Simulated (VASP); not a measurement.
# La3Hf (Pm-3m) in VASP: notebook, part 2 of 2

VASP 6.6.1. Earlier steps stand in the parts before.

**4. Single point, PBE**

File INCAR:

```
SYSTEM = La3Hf
ALGO = Normal
EDIFF = 1E-6
ENCUT = 520
GGA = PE
ISIF = 2
ISMEAR = -1
LASPH = .True.
LCHARG = .False.
LREAL = .False.
LWAVE = .False.
NBANDS = 30
NELM = 80
PREC = Accurate
SIGMA = 0.1
```

File KPOINTS:

```
k-points
0
Gamma
  6 6 6
  0 0 0
```

File POSCAR:

```
La3Hf
1.0
    5.0451320000      0.0000000000      0.0000000000
    0.0000000000      5.0451320000      0.0000000000
    0.0000000000      0.0000000000      5.0451320000
La Hf
3 1
Direct
    0.0000000000      0.5000000000      0.5000000000
    0.5000000000      0.0000000000      0.5000000000
    0.5000000000      0.5000000000      0.0000000000
    0.0000000000      0.0000000000      0.0000000000
```

Potentials or basis: VASP PAW PBE potentials, release 64 (La, Hf_pv).

On the command line:

```
$ cat potpaw_PBE.64/La/POTCAR potpaw_PBE.64/Hf_pv/POTCAR > POTCAR
$ mpirun -np 1 vasp_std > vasp.out
```

OUTCAR:

```text
SYSTEM = La3Hf
   EDIFF = 1E-6
   ENCUT = 520
   GGA = PE
   ISIF = 2
   ISMEAR = -1
   LASPH = .True.
   LREAL = .False.
   NELM = 80
   PREC = Accurate

 ion  position               nearest neighbor table
   1  0.000  0.500  0.500-   2 3.57   3 3.57   4 3.57   3 3.57   4 3.57   2 3.57   4 3.57   4 3.57
                             2 3.57   3 3.57   3 3.57   2 3.57
   2  0.500  0.000  0.500-   1 3.57   3 3.57   4 3.57   3 3.57   4 3.57   1 3.57   3 3.57   3 3.57
                             1 3.57   4 3.57   4 3.57   1 3.57
   3  0.500  0.500  0.000-   1 3.57   2 3.57   4 3.57   1 3.57   2 3.57   2 3.57   4 3.57   2 3.57
                             1 3.57   4 3.57   1 3.57   4 3.57
   4  0.000  0.000  0.000-   1 3.57   2 3.57   3 3.57   1 3.57   2 3.57   1 3.57   3 3.57   1 3.57
                             2 3.57   3 3.57   2 3.57   3 3.57

  LATTYP: Found a simple cubic cell.
 ALAT       =     5.0451320000

  Lattice vectors:

 A1 = (   5.0451320000,   0.0000000000,   0.0000000000)
 A2 = (   0.0000000000,   5.0451320000,   0.0000000000)
 A3 = (   0.0000000000,   0.0000000000,   5.0451320000)

Analysis of symmetry for initial positions (statically):
[... 172 lines left out ...]
 E-fermi :   7.6906     XC(G=0): -10.0588

 val. band max:        7.6885800042   @ k =   0.5000   0.1667   0.1667
 cond. band min:       7.7661765051   @ k =   0.5000   0.0000   0.0000
 fundamental gap:      0.0775965010
 Fermi energy:         7.6905780220

 k-point     1 :       0.0000    0.0000    0.0000
  band No.  band energies     occupation
      1     -24.9089      2.00000
      2     -24.5664      2.00000
      3     -24.5664      2.00000
      4     -23.4915      2.00000
      5     -23.4915      2.00000
      6     -23.4915      2.00000
[... 649 lines left out ...]
     29       9.2195      0.00000
     30       9.3331      0.00000

------------------------ aborting loop because EDIFF is reached ----------------------------------------

  FORCE on cell =-STRESS in cart. coord.  units (eV):
  Direction    XX          YY          ZZ          XY          YZ          ZX
  --------------------------------------------------------------------------------------
  -------------------------------------------------------------------------------------
  Total        0.1002771      0.1002771      0.1002771      0.0000000     -0.0000000     -0.0000000
  in kB        1.2511073      1.2511073      1.2511073      0.0000000     -0.0000000     -0.0000000
  external PRESSURE =       1.2511073 kB  Pullay stress =       0.0000000 kB

 VOLUME and BASIS-vectors are now :
 -----------------------------------------------------------------------------
  energy-cutoff  :      520.00
  volume of cell :      128.42
      direct lattice vectors                 reciprocal lattice vectors
     5.045132000  0.000000000  0.000000000     0.198210869  0.000000000  0.000000000
     0.000000000  5.045132000  0.000000000     0.000000000  0.198210869  0.000000000
     0.000000000  0.000000000  5.045132000     0.000000000  0.000000000  0.198210869

 POSITION                                       TOTAL-FORCE (eV/Angst)
 -----------------------------------------------------------------------------------
      0.00000      2.52257      2.52257         0.000000      0.000000      0.000000
      2.52257      0.00000      2.52257         0.000000      0.000000      0.000000
      2.52257      2.52257      0.00000         0.000000      0.000000      0.000000
      0.00000      0.00000      0.00000         0.000000      0.000000      0.000000
 -----------------------------------------------------------------------------------
    total drift:                                0.000000     -0.000000     -0.000000

  FREE ENERGIE OF THE ION-ELECTRON SYSTEM (eV)
  ---------------------------------------------------
  free  energy   TOTEN  =       -23.8962949152 eV

  energy  without entropy=      -23.7082237550  energy(sigma->0) =      -23.80225934
```

OSZICAR:

```text
N       E                     dE             d eps       ncg     rms          rms(c)
DAV:   1     0.542176634317E+03    0.54218E+03   -0.15442E+04  1216   0.192E+03
DAV:   2     0.771584811587E+02   -0.46502E+03   -0.45405E+03  1656   0.414E+02
DAV:   3    -0.139799341612E+02   -0.91138E+02   -0.88881E+02  1976   0.195E+02
DAV:   4    -0.244327450635E+02   -0.10453E+02   -0.10018E+02  2290   0.679E+01
DAV:   5    -0.260091167539E+02   -0.15764E+01   -0.15318E+01  2384   0.249E+01    0.232E+01
DAV:   6    -0.240524475800E+02    0.19567E+01   -0.20154E+01  2096   0.152E+01    0.209E+01
DAV:   7    -0.239334522855E+02    0.11900E+00   -0.41783E+00  2168   0.111E+01    0.141E+01
DAV:   8    -0.239816529231E+02   -0.48201E-01   -0.13617E+00  1896   0.510E+00    0.486E+00
DAV:   9    -0.238935652677E+02    0.88088E-01   -0.63943E-01  1952   0.331E+00    0.103E+00
DAV:  10    -0.238959616971E+02   -0.23964E-02   -0.41673E-02  2336   0.141E+00    0.532E-01
DAV:  11    -0.238962073482E+02   -0.24565E-03   -0.21004E-03  2344   0.301E-01    0.141E-01
DAV:  12    -0.238963318921E+02   -0.12454E-03   -0.44629E-04  2200   0.149E-01    0.187E-01
DAV:  13    -0.238962958556E+02    0.36037E-04   -0.20273E-04  2072   0.612E-02    0.426E-02
DAV:  14    -0.238962961880E+02   -0.33239E-06   -0.13787E-05  2136   0.266E-02    0.231E-02
DAV:  15    -0.238962950588E+02    0.11291E-05   -0.14933E-06  1264   0.111E-02    0.710E-03
DAV:  16    -0.238962949152E+02    0.14365E-06   -0.25799E-06  1336   0.120E-02
   1 F= -.23896295E+02 E0= -.23802259E+02  d E =-.188071E+00
```

stdout:

```text
POSCAR found type information on POSCAR LaHf
 POSCAR found :  2 types and       4 ions
 scaLAPACK will be used
 LDA part: xc-table for (Slater+PW92), standard interpolation
 POSCAR, INCAR and KPOINTS ok, starting setup
 FFT: planning ... GRIDC
 FFT: planning ... GRID_SOFT
 FFT: planning ... GRID
 WAVECAR not read
 entering main loop
```

Run time: 3.2 min. Hardware: 1 thread of Intel Xeon 8259CL, shared host; peak memory 0.29 GiB.

What came out:

```yaml
Free_energy: -23.8963 eV
Pressure: 0.1 GPa
Band_gap_on_the_k_mesh: zero (an odd number of electrons rules out a gap without spin polarisation)
```

Caveat: spin-orbit coupling is left out, which moves the levels of the heavy elements.

**5. The runs side by side**

```csv
k mesh,gap on the mesh (eV),pressure (GPa)
4 × 4 × 4,none,0.1
5 × 5 × 5,none,0.1
6 × 6 × 6,none,0.1
```

Alike in all rows: task single point; level PBE; potentials or basis VASP PAW PBE potentials, release 64 (La, Hf_pv); no spin polarisation; cell as given; cutoff (eV) 520; smearing fermi-dirac 0.1 eV.

Caveats: spin-orbit coupling is left out, which moves the levels of the heavy elements.

Absolute energies hang on the potentials; compare differences alone.
